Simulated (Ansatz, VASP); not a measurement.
Two plane-wave programs on Zn

```xyz
1
Lattice="-1.5690 1.5690 1.5690 1.5690 -1.5690 1.5690 1.5690 1.5690 -1.5690" Properties=species:S:1:pos:R:3 pbc="T T T"
Zn    0.0000    0.0000    0.0000
```

Alike in both runs: task relaxation of cell and atoms; functional RPBE; k mesh 12 × 12 × 12; occupations fermi-dirac, width 0.05 eV; no spin polarisation.

|  | VASP | Ansatz |
| --- | --- | --- |
| version | VASP 6.6.1 | Ansatz 0.2.0 |
| potentials or method | VASP PAW PBE potentials, release 64 (Zn) | Ansatz PAW |
| plane-wave cutoff (eV) | 600 | 420 |
| valence electrons in the cell | 12 | 12 |

|  | VASP | Ansatz | Ansatz less VASP |
| --- | --- | --- | --- |
| gap on the k mesh at the Fermi level, each at its own relaxed structure (eV) | none | none | - |
| relaxed volume (Å³/atom) | 16.16 | 16.14 | -0.022 |
| relaxed cell length with the largest relative difference (Å) | 2.759 | 2.757 | -0.0013 |

VASP's potentials were made for PBE, not for RPBE. A gap of «none» marks a metal or a gap that the smearing closes.

Noted on Ansatz's run: the plane-wave basis is chosen anew once the cell has moved, so the energies of steps on either side of that aren't comparable.
